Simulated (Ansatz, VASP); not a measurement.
One calculation of Nb3B5, two programs

```
CELL_PARAMETERS angstrom
3.18414 0.01295 -0.02777
-1.58086 2.66312 0.04321
-0.08580 0.10460 9.56204
ATOMIC_POSITIONS crystal
Nb 0.99137 0.98533 0.16183
Nb 0.02116 0.01610 0.84177
Nb 0.00270 0.97328 0.49594
B 0.33376 0.67094 0.98887
B 0.38758 0.69698 0.32766
B 0.64143 0.33466 0.32615
B 0.31912 0.67795 0.67727
B 0.63622 0.31142 0.68051
```

Change from the starting cell: cell x1, atoms moved at random (sigma 0.05 Å) and cell strained at random (1.5 %), then relaxed without symmetry.

Alike in both runs: task relaxation of cell and atoms; functional PBE; k mesh 12 × 12 × 2; occupations gaussian, width 0.2 eV; no spin polarisation.

```csv
,VASP,Ansatz
version,VASP 6.6.1,Ansatz 0.2.0
potentials or method,"VASP PAW PBE potentials, release 64 (Nb_sv, B), cutoff 600 eV","scalar-relativistic, plane waves, PAW"
valence electrons in the cell,54,54
```

```tsv
	VASP	Ansatz	Ansatz less VASP
gap on the k mesh at the Fermi level, each at its own relaxed structure (eV)	none	none	-
relaxed volume (Å³/atom)	10.16	10.17	+0.010
relaxed cell length with the largest relative difference (Å)	9.624	9.635	+0.0111
```

A gap of «none» marks a metal or a gap that the smearing closes.
